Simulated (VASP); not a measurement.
# Bi (P6/mmm) in VASP: single point with PBEsol

Aim: the single point of Bi with PBEsol.

Program: VASP 6.6.1. These are calculated values, not measurements. Logs are shortened: lines on timing, memory, paths and dates and some standing lists are left out, and cuts for length are marked.

## 1. The cell of the first run

Symmetry: P6/mmm, No. 191, hexagonal system. Conventional cell: a = 3.507 Å, b = 3.507 Å, c = 3.276 Å, α = 90.00°, β = 90.00°, γ = 120.00°. Bi (site symmetry 6/mmm) has 8 Bi at 3.28 to 3.51 Å within 4.3 Å.

## 2. Single point, PBEsol

File INCAR:

```
SYSTEM = Bi
ALGO = Normal
EDIFF = 1E-7
ENCUT = 520
GGA = PS
ISIF = 2
ISMEAR = 0
LASPH = .True.
LCHARG = .True.
LELF = .True.
LREAL = .False.
LVHAR = .True.
LWAVE = .False.
NBANDS = 14
NELM = 100
PREC = Accurate
SIGMA = 0.1
```

File KPOINTS:

```
k-points
0
Gamma
  6 6 6
  0 0 0
```

File POSCAR:

```
Bi
1.0
    3.5065618443      0.0000000000      0.0000000000
   -1.7532809221      3.0367716371      0.0000000000
    0.0000000000      0.0000000000      3.2764437233
Bi
1
Direct
    0.0000000000      0.0000000000      0.0000000000
```

Potentials or basis: VASP PAW PBE potentials, release 64 (Bi_d).

Run with:

```sh
cat potpaw_PBE.64/Bi_d/POTCAR > POTCAR
mpirun -np 1 vasp_std > vasp.out
```

OUTCAR:

```text
SYSTEM = Bi
   EDIFF = 1E-7
   ENCUT = 520
   GGA = PS
   ISIF = 2
   ISMEAR = 0
   LASPH = .True.
   LREAL = .False.
   NELM = 100
   PREC = Accurate

 ion  position               nearest neighbor table
   1  0.000  0.000  0.000-

  LATTYP: Found a hexagonal cell.
 ALAT       =     3.5065618443
 C/A-ratio  =     0.9343750000

  Lattice vectors:

 A1 = (   3.5065618443,   0.0000000000,   0.0000000000)
 A2 = (  -1.7532809221,   3.0367716371,   0.0000000000)
 A3 = (   0.0000000000,   0.0000000000,   3.2764437233)

Analysis of symmetry for initial positions (statically):
=====================================================================
 Subroutine PRICEL returns:
 Original cell was already a primitive cell.

 Routine SETGRP: Setting up the symmetry group for a
 hexagonal supercell.

 Subroutine GETGRP returns: Found 24 space group operations
 (whereof 24 operations were pure point group operations)
 out of a pool of 24 trial point group operations.

The static configuration has the point symmetry D_6h.

Analysis of symmetry for dynamics (positions and initial velocities):
=====================================================================
 Subroutine PRICEL returns:
 Original cell was already a primitive cell.

 Routine SETGRP: Setting up the symmetry group for a
 hexagonal supercell.

 Subroutine GETGRP returns: Found 24 space group operations
 (whereof 24 operations were pure point group operations)
 out of a pool of 24 trial point group operations.

The dynamic configuration has the point symmetry D_6h.

 Subroutine INISYM returns: Found 24 space group operations
 (whereof 24 operations are pure point group operations),
 and found     1 'primitive' translations

----------------------------------------------------------------------------------------

                                     Primitive cell

  volume of cell :      34.8896

  direct lattice vectors                    reciprocal lattice vectors
     3.506561844  0.000000000  0.000000000     0.285179627  0.164648535  0.000000000
    -1.753280922  3.036771637  0.000000000     0.000000000  0.329297069  0.000000000
     0.000000000  0.000000000  3.276443723     0.000000000  0.000000000  0.305208966

  length of vectors
     3.506561844  3.506561844  3.276443723     0.329297069  0.329297069  0.305208966

  position of ions in fractional coordinates (direct lattice)
     0.000000000  0.000000000  0.000000000

  ion indices of the primitive-cell ions
   primitive index   ion index
                 1           1

----------------------------------------------------------------------------------------

 KPOINTS: k-points

Automatic generation of k-mesh.
 Grid dimensions read from file:
 generate k-points for:    6    6    6

 Generating k-lattice:

  Cartesian coordinates                     Fractional coordinates (reciprocal lattice)
     0.047529938  0.027441422  0.000000000     0.166666667  0.000000000  0.000000000
     0.000000000  0.054882845  0.000000000     0.000000000  0.166666667  0.000000000
     0.000000000  0.000000000  0.050868161     0.000000000  0.000000000  0.166666667

  Length of vectors
     0.054882845  0.054882845  0.050868161

  Shift w.r.t. Gamma in fractional coordinates (k-lattice)
     0.000000000  0.000000000  0.000000000

 Subroutine IBZKPT returns following result:
 ===========================================

 Found     28 irreducible k-points:

 Following reciprocal coordinates:
            Coordinates               Weight
  0.000000  0.000000  0.000000      1.000000
  0.166667  0.000000  0.000000      6.000000
  0.333333  0.000000  0.000000      6.000000
  0.500000  0.000000  0.000000      3.000000
  0.166667  0.166667  0.000000      6.000000
  0.333333  0.166667  0.000000     12.000000
[... 16 lines left out ...]
  0.166667  0.000000  0.500000      6.000000
  0.333333  0.000000  0.500000      6.000000
 [... further k-points ...]
   k-points           NKPTS =     28   k-points in BZ     NKDIM =     28   number of bands    NBANDS=     14
   number of dos      NEDOS =    301   number of ions     NIONS =      1
   total plane-waves  NPLWV =  18816
   dimension x,y,z NGX =    28 NGY =   28 NGZ =   24
   dimension x,y,z NGXF=    56 NGYF=   56 NGZF=   48
   ions per type =               1
   NGX,Y,Z   is equivalent  to a cutoff of  13.27, 13.27, 12.18 a.u.
   NGXF,Y,Z  is equivalent  to a cutoff of  26.55, 26.55, 24.36 a.u.
 SYSTEM =  Bi
   PREC   = accura    normal or accurate (medium, high low for compatibility)
   ISTART =      0    job   : 0-new  1-cont  2-samecut
   ICHARG =      2    charge: 1-file 2-atom 10-const
   ISPIN  =      1    spin polarized calculation?
   LNONCOLLINEAR =      F non collinear calculations
   LSORBIT =      F    spin-orbit coupling
   LASPH  =      T    aspherical Exc in radial PAW
   ENCUT  =  520.0 eV  38.22 Ry    6.18 a.u.   6.52  6.52  6.09*2*pi/ulx,y,z
   NELM   =    100;   NELMIN=  2; NELMDL= -5     # of ELM steps
   EDIFF  = 0.1E-06   stopping-criterion for ELM
   LREAL  =      F    real-space projection
   EDIFFG = 0.1E-05   stopping-criterion for IOM
   NSW    =      0    number of steps for IOM
   IBRION =     -1    ionic relax: 0-MD 1-quasi-New 2-CG
   NFREE  =      0    steps in history (QN), initial steepest desc. (CG)
   ISIF   =      2    stress and relaxation
   ISYM   =      2    0-nonsym 1-usesym 2-fastsym
   POTIM  = 0.5000    time-step for ionic-motion
   TEBEG  =    0.0;   TEEND  =   0.0 temperature during run
   PSTRESS=    0.0 pullay stress
   NELECT =      15.0000    total number of electrons
   NUPDOWN=      -1.0000    fix difference up-down
   EMIN   =  10.00;   EMAX   =-10.00  energy-range for DOS
   EFERMI =   0.00;   METHOD = LEGACY
   ISMEAR =     0;   SIGMA  =   0.10  broadening in eV -4-tet -1-fermi 0-gaus
   EFERMI_NEDOS =   21; number of points for ismear=-14 and -15
   IALGO  =     38    algorithm
   IMIX   =      4    mixing-type and parameters
     AMIX     =   0.40;   BMIX     =  1.00
     AMIX_MAG =   1.60;   BMIX_MAG =  1.00
  volume/ion in A,a.u.               =      34.89       235.45
  Fermi-wavevector in a.u.,A,eV,Ry     =   1.235586  2.334920 20.771659  1.526674
  Thomas-Fermi vector in A             =   2.370230
   LORBIT       =      0    0 simple, 1 ext, 2 COOP (PROOUT), +10 PAW based schemes
   GGA     = PS    functional components
   LHFCALC =     F    Hartree Fock is set to
   AEXX    =    0.0000 exact exchange contribution
   IVDW    =     0    specifies the selected vdW correction
   LEPSILON=     F    determine dielectric tensor
   LRPA    =     F    only Hartree local field effects (RPA)
 non-spin polarized calculation
 Gauss-broadening in eV      SIGMA  =   0.10
  energy-cutoff  :      520.00
  volume of cell :       34.89
 maximum number of plane-waves:       966
 NGX is ok and might be reduce to    28
   NGX = 13   NGY = 13   NGZ = 13

 number of electron      14.9999997 magnetization

 Free energy of the ion-electron system (eV)
  ---------------------------------------------------
  ext. energy  EPLUGINS =         0.00000000
  ---------------------------------------------------
  free energy    TOTEN  =        -4.26463294 eV

  energy without entropy =       -4.26457796  energy(sigma->0) =       -4.26460545

 E-fermi :   6.2090     XC(G=0):  -9.8337

 val. band max:        5.9780757524   @ k =   0.3333   0.1667   0.1667
 cond. band min:       6.3841859811   @ k =   0.0000   0.0000   0.1667
 fundamental gap:      0.4061102287
 Fermi energy:         6.2089894057

 k-point     1 :       0.0000    0.0000    0.0000
  band No.  band energies     occupation
      1     -16.5823      2.00000
      2     -16.4688      2.00000
      3     -16.4688      2.00000
      4     -16.3212      2.00000
      5     -16.3212      2.00000
      6      -6.6148      2.00000
      7       9.4158      0.00000
      8      10.1905      0.00000
      9      10.1905      0.00000
     10      12.9244      0.00000
     11      14.4454      0.00000
     12      15.7348      0.00000
     13      16.6774      0.00000
     14      16.6774      0.00000

 k-point     2 :       0.1667    0.0000    0.0000
  band No.  band energies     occupation
      1     -16.5664      2.00000
      2     -16.4707      2.00000
      3     -16.4342      2.00000
      4     -16.3345      2.00000
      5     -16.3245      2.00000
      6      -6.2227      2.00000
      7       7.0477      0.00000
      8       9.3368      0.00000
      9       9.8516      0.00000
     10      13.3421      0.00000
     11      13.9591      0.00000
     12      17.0408      0.00000
     13      18.2156      0.00000
     14      20.5670      0.00000

 k-point     3 :       0.3333    0.0000    0.0000
  band No.  band energies     occupation
      1     -16.5522      2.00000
      2     -16.4577      2.00000
      3     -16.3644      2.00000
      4     -16.3610      2.00000
      5     -16.3311      2.00000
      6      -5.1864      2.00000
      7       3.3705      2.00000
      8       8.1239      0.00000
      9      10.9480      0.00000
     10      12.2042      0.00000
     11      14.9011      0.00000
     12      19.3557      0.00000
     13      20.0042      0.00000
     14      21.1636      0.00000

 k-point     4 :       0.5000    0.0000    0.0000
  band No.  band energies     occupation
      1     -16.5540      2.00000
      2     -16.4429      2.00000
      3     -16.3742      2.00000
      4     -16.3344      2.00000
      5     -16.3289      2.00000
      6      -4.4056      2.00000
      7       1.6532      2.00000
      8       7.6407      0.00000
      9      11.7127      0.00000
     10      11.7991      0.00000
     11      16.4920      0.00000
     12      16.9829      0.00000
     13      18.5029      0.00000
     14      22.0293      0.00000

 k-point     5 :       0.1667    0.1667    0.0000
  band No.  band energies     occupation
      1     -16.5426      2.00000
      2     -16.4690      2.00000
      3     -16.3870      2.00000
      4     -16.3519      2.00000
      5     -16.3320      2.00000
      6      -5.4987      2.00000
      7       4.6603      2.00000
      8       7.1573      0.00000
      9      10.6326      0.00000
     10      14.4575      0.00000
     11      15.0313      0.00000
[... 276 lines left out ...]
 k-point    22 :       0.0000    0.0000    0.5000
  band No.  band energies     occupation
      1     -16.4594      2.00000
      2     -16.4594      2.00000
      3     -16.3989      2.00000
      4     -16.3989      2.00000
      5     -16.3289      2.00000
      6      -4.8055      2.00000
      7       1.4778      2.00000
      8      11.9945      0.00000
      9      11.9945      0.00000
     10      16.3825      0.00000
     11      17.0743      0.00000
     12      17.5054      0.00000
     13      19.1956      0.00000
     14      19.2001      0.00000

 k-point    23 :       0.1667    0.0000    0.5000
  band No.  band energies     occupation
      1     -16.4645      2.00000
      2     -16.4257      2.00000
      3     -16.4170      2.00000
      4     -16.4031      2.00000
      5     -16.3045      2.00000
      6      -4.4215      2.00000
      7       1.8945      2.00000
      8       8.9797      0.00000
      9      11.1409      0.00000
     10      14.0524      0.00000
     11      15.9178      0.00000
     12      17.0236      0.00000
     13      17.8142      0.00000
     14      19.7485      0.00000

 k-point    24 :       0.3333    0.0000    0.5000
  band No.  band energies     occupation
      1     -16.4807      2.00000
      2     -16.4527      2.00000
      3     -16.4117      2.00000
      4     -16.3574      2.00000
      5     -16.2505      2.00000
      6      -3.3995      2.00000
      7       2.9701      2.00000
      8       5.2196      2.00000
      9       9.8896      0.00000
     10      10.8489      0.00000
     11      14.7974      0.00000
     12      15.5329      0.00000
     13      16.8152      0.00000
     14      23.4036      0.00000

 [... further k-points ...]
[... 5 lines left out ...]
  --------------------------------------------------------------------------------------
  -------------------------------------------------------------------------------------
  Total       -0.6093076     -0.6093076     -1.5370332     -0.0000000      0.0000000      0.0000000
  in kB      -27.9801989    -27.9801989    -70.5825723     -0.0000000      0.0000000      0.0000000
  external PRESSURE =     -42.1809900 kB  Pullay stress =       0.0000000 kB

 VOLUME and BASIS-vectors are now :
 -----------------------------------------------------------------------------
  energy-cutoff  :      520.00
  volume of cell :       34.89
      direct lattice vectors                 reciprocal lattice vectors
     3.506561844  0.000000000  0.000000000     0.285179627  0.164648535  0.000000000
    -1.753280922  3.036771637  0.000000000     0.000000000  0.329297069  0.000000000
     0.000000000  0.000000000  3.276443723     0.000000000  0.000000000  0.305208966

 POSITION                                       TOTAL-FORCE (eV/Angst)
 -----------------------------------------------------------------------------------
      0.00000      0.00000      0.00000         0.000000      0.000000      0.000000
 -----------------------------------------------------------------------------------
    total drift:                               -0.000000     -0.000000      0.000000

  FREE ENERGIE OF THE ION-ELECTRON SYSTEM (eV)
  ---------------------------------------------------
  free  energy   TOTEN  =        -4.2646329431 eV

  energy  without entropy=       -4.2645779622  energy(sigma->0) =       -4.26460545
```

It took 10 s on 1 thread of Intel Xeon Platinum 8375C at 2.90GHz (Ice Lake), shared host; peak memory 0.15 GiB.

What came out:

| Item | Value |
| --- | --- |
| Free energy | -4.2646 eV |
| Pressure | -4.2 GPa |

Stress tensor (GPa, compression positive):
```
-2.80  0.00  0.00
 0.00 -2.80  0.00
 0.00  0.00 -7.06
```

Caveat: the PAW data sets were made with another functional, which shifts forces and pressure a little; spin-orbit coupling is left out, which moves the levels of the heavy elements.
